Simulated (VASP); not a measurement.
Crystal: CdSe.

```
Cd Se
1.0
     0.00000    3.02878    3.02878
     3.02878    0.00000    3.02878
     3.02878    3.02878    0.00000
Cd Se
1 1
Direct
  0.00000 0.00000 0.00000
  0.25000 0.25000 0.25000
```

Base run:

* Program: VASP 6.6.1
* Functional: BLYP
* Potentials or basis: VASP PAW PBE potentials, release 64 (Cd, Se)
* Cutoff: 520 eV
* k mesh: 8 × 8 × 8
* Occupations: fermi-dirac, width 0.05 eV
* Spin: no spin polarisation

Its results: band gap on the k mesh 0.60 eV, direct; pressure 7.0 GPa.

Problem. The run is repeated on the same cell with these changes: further incar settings from ALGO = Normal; EDIFF = 1e-07; NBANDS = 16 to ALGO = Normal; EDIFF = 1e-06; NBANDS = 16; dispersion from none to D4. What comes out?

Solution. Band gap on the k mesh 0.60 eV, direct; pressure 2.8 GPa.

Caveats: the PAW data sets were made with another functional, which shifts forces and pressure a little.

